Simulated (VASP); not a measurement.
A run of VASP 6.6.1:

The input POSCAR:

```
YPt3
1.0
    4.0959199535      0.0000000000      0.0000000000
    0.0000000000      4.0959199535      0.0000000000
    0.0000000000      0.0000000000      4.0959199535
Y Pt
1 3
Direct
    0.0000000000      0.0000000000      0.0000000000
    0.0000000000      0.5000000000      0.5000000000
    0.5000000000      0.0000000000      0.5000000000
    0.5000000000      0.5000000000      0.0000000000
```

File INCAR.step1:

```
  PREC = Accurate
  ENCUT = 520
  ISMEAR = 0
  SIGMA = 0.1
  LREAL = F
  LASPH = T
  NELM = 100
  NBANDS = 28
  GGA = PE
  ALGO = Normal
  EDIFF = 1E-4
  LWAVE = T
  LCHARG = F
```

INCAR.step2

```
  PREC = Accurate
  ENCUT = 520
  EDIFF = 1E-6
  ISMEAR = 0
  SIGMA = 0.1
  LREAL = F
  LASPH = T
  NELM = 100
  ALGO = Normal
  ISIF = 2
  LWAVE = F
  LCHARG = T
  METAGGA = R2SCAN
  LMIXTAU = T
  LELF = T
  LVHAR = T
  NBANDS = 28
  ISTART = 1
```

The input KPOINTS:

```
Automatic mesh
0
Gamma
  10 10 10
```

Potentials or basis: VASP PAW PBE potentials, release 64 (Y_sv, Pt).

Command:

```bash
$ cat potpaw_PBE.64/Y_sv/POTCAR potpaw_PBE.64/Pt/POTCAR > POTCAR
$ cp INCAR.step1 INCAR
$ mpirun -np 1 vasp_std > vasp.out
$ cp INCAR.step2 INCAR
$ mpirun -np 1 vasp_std > vasp.out
```

Hardware: 1 thread of Intel(R) Xeon(R) Platinum 8259CL CPU @ 2.50GHz (Skylake/Cascade Lake), on a shared host.

Question: How long does it take, and how much memory?

Answer: It took 5.2 min on 1 thread of Intel(R) Xeon(R) Platinum 8259CL CPU @ 2.50GHz (Skylake/Cascade Lake) (shared host), peak memory 0.25 GiB. Counts: k points 56.
